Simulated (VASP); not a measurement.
MgCd2S3: relaxation of cell and atoms with PBE

The system is MgCd2S3.

```
CELL_PARAMETERS angstrom
3.82862 0.00000 0.00000
-1.91431 3.31569 0.00000
0.00000 0.00000 9.36691
ATOMIC_POSITIONS crystal
Mg 0.00000 0.00000 0.00000
Cd 0.33333 0.66667 0.32880
Cd 0.66667 0.33333 0.67120
S 0.00000 0.00000 0.50000
S 0.66667 0.33333 0.15591
S 0.33333 0.66667 0.84409
```

The cell was generated, and may not be a known phase.

```json
{"Program": "VASP 6.6.1", "Task": "relaxation of cell and atoms", "Functional": "PBE", "Potentials or basis": "VASP PAW PBE potentials, release 64 (Mg, Cd, S)", "Cutoff": "600 eV", "k mesh": "12 × 12 × 4", "Occupations": "gaussian, width 0.02 eV", "Spin": "no spin polarisation", "Dipole correction": "no", "Further INCAR settings": "ALGO = Normal; EDIFF = 1e-06; IBRION = 2; EDIFFG = -0.01; NSW = 100; ISIF = 3"}
```

```yaml
Relaxed_volume: 19.87 Å³/atom
Relaxed_cell: a = 3.829 Å, b = 3.829 Å, c = 9.392 Å, α = 90.00°, β = 90.00°, γ = 120.00°
Space_group_after_relaxing_to_0.1_Å: P-3m1 (No. 164)
Energy_gained_by_relaxing: 0.1 meV/atom
Ionic_steps: 6
Pressure_after_relaxing: 0.0 GPa
Largest_force_after_relaxing: 0.008 eV/Å
Band_gap_on_the_k_mesh: 0.90 eV (least direct gap 1.44 eV)
```

Forces in eV/Å, atoms in the order of the input:
```
Mg   0.000  0.000  0.000
Cd   0.000  0.000 -0.008
Cd   0.000  0.000  0.008
S    0.000  0.000  0.000
S    0.000  0.000 -0.001
S    0.000  0.000  0.001
```

Step by step:
```tsv
step	energy change (eV)	largest force (eV/Å)	pressure (GPa)	volume (Å³)
1	0.0000	0.0496	0.21	118.91
2	-0.0004	0.0272	-0.09	119.35
3	-0.0004	0.0288	-0.07	119.32
4	-0.0005	0.0155	-0.02	119.26
5	-0.0006	0.0133	0.02	119.19
6	-0.0006	0.0077	-0.01	119.22
```

Final structure:
```
Mg Cd S
1.0
     3.82850    0.00000    0.00000
    -1.91425    3.31558    0.00000
     0.00000    0.00000    9.39203
Mg Cd S
1 2 3
Direct
  0.00000 0.00000 0.00000
  0.33333 0.66667 0.32863
  0.66667 0.33333 0.67138
  0.00000 0.00000 0.50000
  0.66667 0.33333 0.15521
  0.33333 0.66667 0.84479
```

Levels at points of the mesh, in eV from the valence-band top:
| k point | band 20 | band 21 | band 22 | band 23 | band 24 | band 25 |
| --- | --- | --- | --- | --- | --- | --- |
| (0.00, 0.00, 0.00) | -0.49 | 0.00 | 0.00 | 1.57 | 3.97 | 4.03 |
| (0.50, 0.00, 0.00) | -1.06 | -0.91 | -0.54 | 0.90 | 3.99 | 4.24 |
| (0.00, 0.00, 0.50) | -0.30 | -0.08 | -0.08 | 2.87 | 3.37 | 3.86 |
| (0.50, 0.00, 0.50) | -1.55 | -0.17 | -0.13 | 1.80 | 2.58 | 3.78 |

It took 17 min on 1 thread of Intel Xeon 8259CL, with other jobs on the host, peak memory 0.46 GiB.

A k mesh can miss the band edges.
